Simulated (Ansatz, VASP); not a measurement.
Two plane-wave programs on SbP

```xyz
2
Lattice="0.0000 2.8177 2.8177 2.8177 0.0000 2.8177 2.8177 2.8177 0.0000" Properties=species:S:1:pos:R:3 pbc="T T T"
Sb    0.0000    0.0000    0.0000
P     2.8177    2.8177    2.8177
```

Alike in both runs: functional PBE; k mesh 11 × 11 × 11; occupations fermi-dirac, width 0.05 eV; no spin polarisation.

Ansatz relaxed the structure, and its values are those at the end. VASP's run is a single point on that final structure, the one shown.

|  | VASP | Ansatz |
| --- | --- | --- |
| version | VASP 6.6.1 | Ansatz 0.2.0 |
| potentials or method | VASP PAW PBE potentials, release 64 (Sb, P) | PAW with Ansatz's default frozen-core files, scalar-relativistic |
| plane-wave cutoff (eV) | 520 | 420 |
| valence electrons in the cell | 10 | 20 |

```csv
,VASP,Ansatz,Ansatz less VASP
pressure (GPa),-0.1,0.0,+0.11
```

With one functional, cell and mesh, what is left measures potentials, basis and numerics. VASP's potentials hold 10 valence electrons a cell and Ansatz's 20, so a difference there can come from the potentials and not from the codes.

Spin-orbit coupling is off throughout.
